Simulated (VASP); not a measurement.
Here is a VASP 6.6.1 calculation.

INCAR

```
ALGO = Normal
EDIFF = 1E-6
ENCUT = 500
GGA = PE
GGA_COMPAT = F
ISIF = 2
ISMEAR = 1
LASPH = T
LCHARG = T
LELF = T
LREAL = F
LVHAR = T
LWAVE = F
NBANDS = 13
NELM = 120
PREC = Accurate
SIGMA = 0.25
```

The input KPOINTS:

```
k-points
0
Gamma
  9 9 9
```

The input POSCAR:

```
Pb
1.0
    3.5002070000      0.0000000000      0.0000000000
    1.7501035000      3.0312681805      0.0000000000
    1.7501035000      1.0104227268      2.8579070480
Pb
1
Direct
    0.0000000000      0.0000000000      0.0000000000
```

Potentials or basis: VASP PAW PBE potentials, release 64 (Pb_d).

Command:

```console
$ cat potpaw_PBE.64/Pb_d/POTCAR > POTCAR
$ mpirun -np 1 vasp_std > vasp.out
```

Task: Predict the band gap on the k mesh.

Result: Zero (band 7 reaches 14.70 eV, above the bottom of band 8 at 5.74 eV).

Task: Estimate the pressure.

Result: 2.2 GPa.

Caveat: spin-orbit coupling is left out, which moves the levels of the heavy elements.
